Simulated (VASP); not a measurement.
Crystal: KPd2Se2I.

```
CELL_PARAMETERS angstrom
-3.32569 3.32569 4.68011
3.32569 -3.32569 4.68011
3.32569 3.32569 -4.68011
ATOMIC_POSITIONS crystal
K 0.25000 0.75000 0.50000
Pd 0.75000 0.25000 0.50000
Pd 0.50000 0.50000 0.00000
Se 0.26265 0.26265 0.00000
Se 0.73735 0.73735 0.00000
I 0.00000 0.00000 0.00000
```

The cell was built from a structure type or drawn by symmetry, and may not be a known phase.

| Quantity | Value |
| --- | --- |
| Program | VASP 6.6.1 |
| Task | relaxation of cell and atoms |
| Functional | PBE |
| Potentials or basis | VASP PAW PBE potentials, release 64 (K_sv, Pd, Se, I) |
| Cutoff | 600 eV |
| k mesh | 3 × 3 × 3 |
| Occupations | gaussian, width 0.15 eV |
| Spin | no spin polarisation |

At the start: pressure 3.5 GPa; volume 34.51 Å³/atom.

**Question.** Where does the relaxation end?

**Answer.** Over 10 steps the energy falls by 305.4 meV/atom and the volume is 28.73 Å³/atom (-16.8 %); space group I-4m2 (No. 119, to 0.1 Å) before and after.

Step by step:
```csv
step,energy change (eV),largest force (eV/Å),pressure (GPa),volume (Å³)
1,0.0000,1.0776,3.46,207.05
2,-0.9204,0.5799,-4.29,227.18
3,-1.0875,0.5738,-2.83,220.00
4,-1.4506,0.2146,-2.28,203.45
5,-1.7632,0.2682,-0.59,182.03
6,-1.0044,1.0723,10.20,142.73
7,-1.7943,0.3947,0.16,176.48
8,-1.7990,0.4593,0.60,173.63
9,-1.8265,0.1180,0.01,171.78
10,-1.8323,0.0345,0.14,172.36
```

Final structure:
```
K Pd Se I
1.0
    -2.85343    2.85343    5.29240
     2.85343   -2.85343    5.29240
     2.85343    2.85343   -5.29240
K Pd Se I
1 2 2 1
Direct
  0.25000 0.75000 0.50000
  0.75000 0.25000 0.50000
  0.50000 0.50000 0.00000
  0.27379 0.27379 0.00000
  0.72621 0.72621 0.00000
  0.00000 0.00000 0.00000
```

Caveat: the k points lie up to 0.42 Å⁻¹ apart in the final cell; the volume moved by over 15 % at a fixed basis, so the end points are rough; the relaxation stopped at a loose force limit of 0.08 eV/Å, so its end isn't a converged minimum.
